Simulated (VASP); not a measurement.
Runs of VASP 6.6.1 on WS2. The structure is that of space group R3m (No. 160), or close to it. The cells are those of the table. 

```csv
cell,gap on the mesh (eV),pressure (GPa),largest force (eV/Å)
"a = 7.150 Å, angles 25.8°, 3 atoms",(b),-19.1,3.31
"a = 7.155 Å, angles 26.0°, 3 atoms",0.96,-20.5,3.39
"a = 6.876 Å, angles 27.1°, 3 atoms",1.16,-17.1,2.61
"a = 6.880 Å, angles 27.3°, 3 atoms",(a),-18.7,2.71
"a = 7.146 Å, angles 25.5°, 3 atoms",0.92,-17.4,3.23
```

Alike in all rows: task single point; level PBE+D3(BJ); potentials or basis VASP PAW PBE potentials, release 64 (W_sv, S); no spin polarisation; k mesh 12 × 12 × 12; cutoff (eV) 520; smearing gaussian 0.05 eV.

Q: Fill in the values left out.

A: (a) 1.15; (b) 0.94.

Caveats: spin-orbit coupling is left out, which moves the levels of the heavy elements; forces of over 1 eV/Å act on the atoms, so gaps and moduli don't describe the material at rest; the stress differs along the axes, from -34 to -12 GPa (at least some runs); the stress differs along the axes, from -34 to -14 GPa (at least some runs); the stress differs along the axes, from -26 to -13 GPa (at least some runs); the stress differs along the axes, from -26 to -15 GPa (at least some runs); the stress differs along the axes, from -33 to -10 GPa (at least some runs).

A k mesh can miss the band edges, and the runs leave out spin-orbit coupling on W.
